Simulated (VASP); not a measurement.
# Sn3Te (I4/mmm) in VASP: notebook, part 2 of 2

VASP 6.6.1. Earlier steps stand in the parts before.

## 3. Single point, revPBE

INCAR

```
PREC = Accurate
ENCUT = 520
EDIFF = 1E-7
ISMEAR = -1
SIGMA = 0.05
LREAL = False
LASPH = True
NELM = 100
ALGO = Fast
ISIF = 2
LWAVE = False
LCHARG = False
GGA = RE
NBANDS = 32
```

KPOINTS

```
Automatic mesh
0
Gamma
  5 5 5
```

POSCAR

```
Sn3Te
1.0
   -2.3009040000      2.3009040000      5.5164940000
    2.3009040000     -2.3009040000      5.5164940000
    2.3009040000      2.3009040000     -5.5164940000
Te Sn
1 3
Direct
    0.0000000000      0.0000000000      0.0000000000
    0.5000000000      0.5000000000      0.0000000000
    0.2500000000      0.7500000000      0.5000000000
    0.7500000000      0.2500000000      0.5000000000
```

Potentials or basis: VASP PAW PBE potentials, release 64 (Te, Sn_d).

Command:

```
$ cat potpaw_PBE.64/Te/POTCAR potpaw_PBE.64/Sn_d/POTCAR > POTCAR
$ mpirun -np 1 vasp_std > vasp.out
```

OUTCAR:

```text
PREC = Accurate
   ENCUT = 520
   EDIFF = 1E-7
   ISMEAR = -1
   LREAL = False
   LASPH = True
   NELM = 100
   ISIF = 2
   GGA = RE

 ion  position               nearest neighbor table
   1  0.000  0.000  0.000-   2 3.25   2 3.25   2 3.25   2 3.25   4 3.59   3 3.59   4 3.59   3 3.59
                             4 3.59   4 3.59   3 3.59   3 3.59
   2  0.500  0.500  0.000-   1 3.25   1 3.25   1 3.25   1 3.25   4 3.59   3 3.59   4 3.59   4 3.59
                             3 3.59   3 3.59   4 3.59   3 3.59
   3  0.250  0.750  0.500-   4 3.25   4 3.25   4 3.25   4 3.25   2 3.59   1 3.59   2 3.59   2 3.59
                             1 3.59   1 3.59   2 3.59   1 3.59
   4  0.750  0.250  0.500-   3 3.25   3 3.25   3 3.25   3 3.25   2 3.59   1 3.59   2 3.59   1 3.59
                             2 3.59   2 3.59   1 3.59   1 3.59

  LATTYP: Found a body centered tetragonal cell.
 ALAT       =     4.6018080000
 C/A-ratio  =     2.3975333173

  Lattice vectors:

 A1 = (  -2.3009040000,   2.3009040000,   5.5164940000)
 A2 = (   2.3009040000,  -2.3009040000,   5.5164940000)
 A3 = (   2.3009040000,   2.3009040000,  -5.5164940000)

Analysis of symmetry for initial positions (statically):
=====================================================================
 Subroutine PRICEL returns:
 Original cell was already a primitive cell.

 Routine SETGRP: Setting up the symmetry group for a
 body centered tetragonal supercell.

 Subroutine GETGRP returns: Found 16 space group operations
 (whereof 16 operations were pure point group operations)
 out of a pool of 16 trial point group operations.

The static configuration has the point symmetry D_4h.

Analysis of symmetry for dynamics (positions and initial velocities):
=====================================================================
 Subroutine PRICEL returns:
 Original cell was already a primitive cell.

 Routine SETGRP: Setting up the symmetry group for a
 body centered tetragonal supercell.

[... 119 lines left out ...]
   IMIX   =      4    mixing-type and parameters
     AMIX     =   0.40;   BMIX     =  1.00
     AMIX_MAG =   1.60;   BMIX_MAG =  1.00
  volume/ion in A,a.u.               =      29.21       197.09
  Fermi-wavevector in a.u.,A,eV,Ry     =   1.217069  2.299927 20.153724  1.481257
  Thomas-Fermi vector in A             =   2.352402
   LORBIT       =      0    0 simple, 1 ext, 2 COOP (PROOUT), +10 PAW based schemes
   GGA     = RE    functional components
   LHFCALC =     F    Hartree Fock is set to
   AEXX    =    0.0000 exact exchange contribution
   IVDW    =     0    specifies the selected vdW correction
   LEPSILON=     F    determine dielectric tensor
   LRPA    =     F    only Hartree local field effects (RPA)
 non-spin polarized calculation
 RMM-DIIS sequential band-by-band and
  energy-cutoff  :      520.00
  volume of cell :      116.82
 maximum number of plane-waves:      3180
   NGX = 23   NGY = 23   NGZ = 23

 number of electron      47.9999996 magnetization

 Free energy of the ion-electron system (eV)
  ---------------------------------------------------
  ext. energy  EPLUGINS =         0.00000000
  ---------------------------------------------------
  free energy    TOTEN  =       -13.24243147 eV

  energy without entropy =      -13.22439717  energy(sigma->0) =      -13.23341432

 E-fermi :   7.4771     XC(G=0):  -9.9378

 val. band max:        7.4394154353   @ k =   0.2000   0.2000   0.0000
 cond. band min:       7.4874399498   @ k =  -0.2000   0.2000   0.0000
 fundamental gap:      0.0480245146
 Fermi energy:         7.4770961209

 k-point     1 :       0.0000    0.0000    0.0000
  band No.  band energies     occupation
      1     -14.2264      2.00000
      2     -14.2154      2.00000
      3     -14.1606      2.00000
      4     -14.1606      2.00000
      5     -14.1506      2.00000
      6     -14.1447      2.00000
[... 619 lines left out ...]
     31      12.0286      0.00000
     32      12.4144      0.00000

------------------------ aborting loop because EDIFF is reached ----------------------------------------

  FORCE on cell =-STRESS in cart. coord.  units (eV):
  Direction    XX          YY          ZZ          XY          YZ          ZX
  --------------------------------------------------------------------------------------
  -------------------------------------------------------------------------------------
  Total        0.2813263      0.2813263      0.1388687      0.0000000     -0.0000000      0.0000000
  in kB        3.8583419      3.8583419      1.9045602      0.0000000     -0.0000000      0.0000000
  external PRESSURE =       3.2070813 kB  Pullay stress =       0.0000000 kB

 VOLUME and BASIS-vectors are now :
 -----------------------------------------------------------------------------
  energy-cutoff  :      520.00
  volume of cell :      116.82
      direct lattice vectors                 reciprocal lattice vectors
    -2.300904000  2.300904000  5.516494000     0.000000000  0.217305894  0.090637278
     2.300904000 -2.300904000  5.516494000     0.217305894  0.000000000  0.090637278
     2.300904000  2.300904000 -5.516494000     0.217305894  0.217305894  0.000000000

 POSITION                                       TOTAL-FORCE (eV/Angst)
 -----------------------------------------------------------------------------------
      0.00000      0.00000      0.00000        -0.000000      0.000000     -0.000000
      0.00000      0.00000      5.51649        -0.000000      0.000000     -0.000000
      2.30090      0.00000      2.75825        -0.000000      0.000000      0.000000
      0.00000      2.30090      2.75825         0.000000     -0.000000     -0.000000
 -----------------------------------------------------------------------------------
    total drift:                                0.000000     -0.000000      0.000000

  FREE ENERGIE OF THE ION-ELECTRON SYSTEM (eV)
  ---------------------------------------------------
  free  energy   TOTEN  =       -13.2424314749 eV

  energy  without entropy=      -13.2243971743  energy(sigma->0) =      -13.23341432
```

OSZICAR:

```text
N       E                     dE             d eps       ncg     rms          rms(c)
DAV:   1     0.438113902867E+03    0.43811E+03   -0.23265E+04  1224   0.207E+03
DAV:   2     0.416734141205E+02   -0.39644E+03   -0.38507E+03  1152   0.540E+02
DAV:   3    -0.110181444124E+02   -0.52692E+02   -0.51322E+02  1416   0.168E+02
DAV:   4    -0.132100234958E+02   -0.21919E+01   -0.21878E+01  1304   0.372E+01
DAV:   5    -0.132900173580E+02   -0.79994E-01   -0.79990E-01  1768   0.720E+00    0.597E+00
RMM:   6    -0.132507651874E+02    0.39252E-01   -0.54615E-02  1377   0.191E+00    0.361E+00
RMM:   7    -0.132426370410E+02    0.81281E-02   -0.44894E-02  1350   0.152E+00    0.326E-01
RMM:   8    -0.132421464265E+02    0.49061E-03   -0.63088E-03  1491   0.812E-01    0.828E-02
RMM:   9    -0.132423760936E+02   -0.22967E-03   -0.20910E-03  1607   0.357E-01    0.680E-02
RMM:  10    -0.132424302693E+02   -0.54176E-04   -0.46896E-04  1797   0.167E-01    0.280E-02
RMM:  11    -0.132424323867E+02   -0.21175E-05   -0.74180E-05  1842   0.564E-02    0.173E-02
RMM:  12    -0.132424317819E+02    0.60482E-06   -0.11826E-05  1851   0.223E-02    0.760E-03
RMM:  13    -0.132424315540E+02    0.22791E-06   -0.22073E-06  1553   0.840E-03    0.401E-03
RMM:  14    -0.132424314749E+02    0.79097E-07   -0.35109E-07  1011   0.485E-03
   1 F= -.13242431E+02 E0= -.13233414E+02  d E =-.180343E-01
```

stdout:

```text
POSCAR found type information on POSCAR TeSn
 POSCAR found :  2 types and       4 ions
 scaLAPACK will be used
 -----------------------------------------------------------------------------
|                                                                             |
|                                                                             |
|     You enforced a specific xc type in the INCAR file but a different       |
|     I HOPE YOU KNOW WHAT YOU ARE DOING!                                     |
|                                                                             |
 -----------------------------------------------------------------------------

 LDA part: xc-table for (Slater+PW92), standard interpolation
 POSCAR, INCAR and KPOINTS ok, starting setup
 FFT: planning ... GRIDC
 FFT: planning ... GRID_SOFT
 FFT: planning ... GRID
 WAVECAR not read
 entering main loop
```

Run time: 3.3 min. Hardware: 1 thread of Intel Xeon 8259CL, shared host; peak memory 0.35 GiB.

What came out:

```
Free energy            : -13.2424 eV
Pressure               : 0.3 GPa
Band gap on the k mesh : zero (bands 24 and 25 overlap by 0.56 eV)
```

Caveat: semilocal functionals underestimate gaps, and a narrow one can read as zero; the PAW data sets were made with another functional, which shifts forces and pressure a little; spin-orbit coupling is left out, which moves the levels of the heavy elements.

## 4. Single point, r2SCAN

POSCAR is that of step 3.

INCAR.step1

```
SYSTEM = Sn3Te
PREC = Accurate ; ENCUT = 520
ISMEAR = -1 ; SIGMA = 0.05
LREAL = .FALSE. ; LASPH = .TRUE.
NELM = 60 ; NBANDS = 32
GGA = PE ; ALGO = Normal
EDIFF = 1E-4 ; LWAVE = .TRUE.
LCHARG = .FALSE.
```

INCAR.step2

```
SYSTEM = Sn3Te
PREC = Accurate ; ENCUT = 520
EDIFF = 1E-7 ; ISMEAR = -1
SIGMA = 0.05 ; LREAL = .FALSE.
LASPH = .TRUE. ; NELM = 60
ALGO = Normal ; ISIF = 2
LWAVE = .FALSE. ; LCHARG = .FALSE.
METAGGA = R2SCAN ; LMIXTAU = .TRUE.
NBANDS = 32 ; ISTART = 1
```

KPOINTS

```
Automatic mesh
0
G
  5 5 5
  0 0 0
```

Potentials or basis: VASP PAW PBE potentials, release 64 (Te, Sn_d).

Command:

```
$ cat potpaw_PBE.64/Te/POTCAR potpaw_PBE.64/Sn_d/POTCAR > POTCAR
$ cp INCAR.step1 INCAR
$ mpirun -np 1 vasp_std > vasp.out
$ cp INCAR.step2 INCAR
$ mpirun -np 1 vasp_std > vasp.out
```

OUTCAR:

```text
SYSTEM = Sn3Te
   PREC = Accurate
   ENCUT = 520
   EDIFF = 1E-7
   ISMEAR = -1
   LREAL = .FALSE.
   LASPH = .TRUE.
   NELM = 60
   ISIF = 2
   METAGGA = R2SCAN
   ISTART = 1

 ion  position               nearest neighbor table
   1  0.000  0.000  0.000-   2 3.25   2 3.25   2 3.25   2 3.25   4 3.59   3 3.59   4 3.59   3 3.59
                             4 3.59   4 3.59   3 3.59   3 3.59
   2  0.500  0.500  0.000-   1 3.25   1 3.25   1 3.25   1 3.25   4 3.59   3 3.59   4 3.59   4 3.59
[... 827 lines left out ...]
  --------------------------------------------------------------------------------------
  -------------------------------------------------------------------------------------
  Total       -1.1951302     -1.1951302     -0.3656501      0.0000000      0.0000000     -0.0000000
  in kB      -16.3910084    -16.3910084     -5.0148291      0.0000000      0.0000000     -0.0000000
  external PRESSURE =     -12.5989487 kB  Pullay stress =       0.0000000 kB

 VOLUME and BASIS-vectors are now :
 -----------------------------------------------------------------------------
  energy-cutoff  :      520.00
  volume of cell :      116.82
      direct lattice vectors                 reciprocal lattice vectors
    -2.300904000  2.300904000  5.516494000     0.000000000  0.217305894  0.090637278
     2.300904000 -2.300904000  5.516494000     0.217305894  0.000000000  0.090637278
     2.300904000  2.300904000 -5.516494000     0.217305894  0.217305894  0.000000000

 POSITION                                       TOTAL-FORCE (eV/Angst)
 -----------------------------------------------------------------------------------
      0.00000      0.00000      0.00000        -0.000000      0.000000     -0.000000
      0.00000      0.00000      5.51649        -0.000000      0.000000     -0.000000
      2.30090      0.00000      2.75825         0.000000     -0.000000     -0.000000
      0.00000      2.30090      2.75825        -0.000000      0.000000      0.000000
 -----------------------------------------------------------------------------------
    total drift:                                0.000000     -0.000000      0.000000

  FREE ENERGIE OF THE ION-ELECTRON SYSTEM (eV)
  ---------------------------------------------------
  free  energy   TOTEN  =       -98.8634911541 eV

  energy  without entropy=      -98.8471465863  energy(sigma->0) =      -98.85531887
```

OSZICAR.step1:

```text
N       E                     dE             d eps       ncg     rms          rms(c)
DAV:   1     0.437002355447E+03    0.43700E+03   -0.23253E+04  1224   0.207E+03
DAV:   2     0.404955807568E+02   -0.39651E+03   -0.38519E+03  1152   0.540E+02
DAV:   3    -0.122615428294E+02   -0.52757E+02   -0.51393E+02  1416   0.168E+02
DAV:   4    -0.144580343855E+02   -0.21965E+01   -0.21928E+01  1296   0.372E+01
DAV:   5    -0.145386898714E+02   -0.80655E-01   -0.80651E-01  1784   0.722E+00    0.597E+00
DAV:   6    -0.144924466851E+02    0.46243E-01   -0.54849E-02  1480   0.306E+00    0.377E+00
DAV:   7    -0.144831296153E+02    0.93171E-02   -0.73899E-02  1376   0.262E+00    0.212E-01
DAV:   8    -0.144820420921E+02    0.10875E-02   -0.10107E-02  1352   0.110E+00    0.112E-01
DAV:   9    -0.144821295828E+02   -0.87491E-04   -0.10552E-03  1416   0.308E-01    0.530E-02
DAV:  10    -0.144821418412E+02   -0.12258E-04   -0.41658E-05   792   0.575E-02
   1 F= -.14482142E+02 E0= -.14473038E+02  d E =-.182070E-01
```

Wall time 11 min (1 thread of Intel Xeon 8259CL, shared host); peak memory 0.38 GiB.

What came out:

```yaml
Free_energy: -98.8635 eV
Pressure: -1.3 GPa
Band_gap_on_the_k_mesh: zero (bands 24 and 25 overlap by 0.60 eV)
```

Levels at points of the mesh, in eV from the Fermi level:
```tsv
k point	band 22	band 23	band 24	band 25	band 26	band 27
(0.00, 0.00, 0.00)	-3.23	-1.68	-1.68	-0.26	0.67	2.89
```

Caveat: semilocal functionals underestimate gaps, and a narrow one can read as zero; the PAW data sets were made with another functional, which shifts forces and pressure a little; spin-orbit coupling is left out, which moves the levels of the heavy elements.

## 5. Single point, LDA

This run uses another cell than the first one, of 27.45 Å³/atom.

INCAR

```
SYSTEM = Sn3Te
  PREC = Accurate
  ENCUT = 520
  EDIFF = 1E-7
  ISMEAR = -1
  SIGMA = 0.05
  LREAL = .False.
  LASPH = .True.
  NELM = 60
  ALGO = Fast
  ISIF = 2
  LWAVE = .False.
  LCHARG = .False.
  NBANDS = 32
```

KPOINTS

```
regular mesh
0
Gamma
  8 8 8
  0 0 0
```

POSCAR

```
Sn3Te
1.0
   -2.2539335959      2.2539335959      5.4038808912
    2.2539335959     -2.2539335959      5.4038808912
    2.2539335959      2.2539335959     -5.4038808912
Te Sn
1 3
Direct
    0.0000000000      0.0000000000      0.0000000000
    0.5000000000      0.5000000000      0.0000000000
    0.2500000000      0.7500000000      0.5000000000
    0.7500000000      0.2500000000      0.5000000000
```

Potentials or basis: VASP PAW LDA potentials, release 64 (Te, Sn_d).

Command:

```
$ cat potpaw_LDA.64/Te/POTCAR potpaw_LDA.64/Sn_d/POTCAR > POTCAR
$ mpirun -np 1 vasp_std > vasp.out
```

It took 4.7 min on 1 thread of Intel Xeon Platinum 8375C at 2.90GHz (Ice Lake), shared host; peak memory 0.36 GiB.

It converged, with:

```
Free energy            : -17.1011 eV
Pressure               : -1.5 GPa
Band gap on the k mesh : zero (bands 24 and 25 overlap by 1.11 eV)
```

Stress tensor (GPa, compression positive):
```
-1.38  0.00  0.00
 0.00 -1.38  0.00
 0.00  0.00 -1.75
```

Levels at points of the mesh, in eV from the Fermi level:
```csv
k point,band 20,band 21,band 22,band 23,band 24,band 25,band 26,band 27,band 28,band 29
"(0.00, 0.00, 0.00)",-3.96,-3.24,-3.24,-1.74,-1.74,-0.37,0.31,2.76,2.76,5.51
"(0.50, 0.00, 0.00)",-2.44,-2.34,-1.99,-0.83,-0.73,0.64,1.11,1.16,1.32,1.70
"(0.50, 0.50, 0.00)",-5.52,-4.92,-3.26,-2.55,-1.65,-0.60,2.67,2.81,5.15,5.44
"(0.50, 0.50, 0.50)",-3.95,-3.95,-1.05,-0.17,-0.17,0.57,1.60,2.01,3.65,3.65
```

Caveat: spin-orbit coupling is left out, which moves the levels of the heavy elements.

## 6. The runs side by side

| level | potentials or basis | cell | k mesh | gap on the mesh (eV) | pressure (GPa) |
| --- | --- | --- | --- | --- | --- |
| RPBE | VASP PAW PBE potentials, release 64 (Te, Sn_d) | a = 6.405 Å, angles 137.9, 137.9, 61.1°, 4 atoms | 5 × 5 × 5 | none | 0.7 |
| revPBE | VASP PAW PBE potentials, release 64 (Te, Sn_d) | a = 6.405 Å, angles 137.9, 137.9, 61.1°, 4 atoms | 5 × 5 × 5 | none | 0.3 |
| r2SCAN | VASP PAW PBE potentials, release 64 (Te, Sn_d) | a = 6.405 Å, angles 137.9, 137.9, 61.1°, 4 atoms | 5 × 5 × 5 | none | -1.3 |
| LDA | VASP PAW LDA potentials, release 64 (Te, Sn_d) | a = 6.274 Å, angles 137.9, 137.9, 61.1°, 4 atoms | 8 × 8 × 8 | none | -1.5 |

Alike in all rows: task single point; no spin polarisation; cutoff (eV) 520; smearing fermi-dirac 0.05 eV.

Caveats: spin-orbit coupling is left out, which moves the levels of the heavy elements; semilocal functionals underestimate gaps, and a narrow one can read as zero (at least some runs); the PAW data sets were made with another functional, which shifts forces and pressure a little (at least some runs).

Absolute energies hang on the potentials; compare differences alone.

The gap in the log of VASP goes by the Fermi energy; the results here count the filled bands.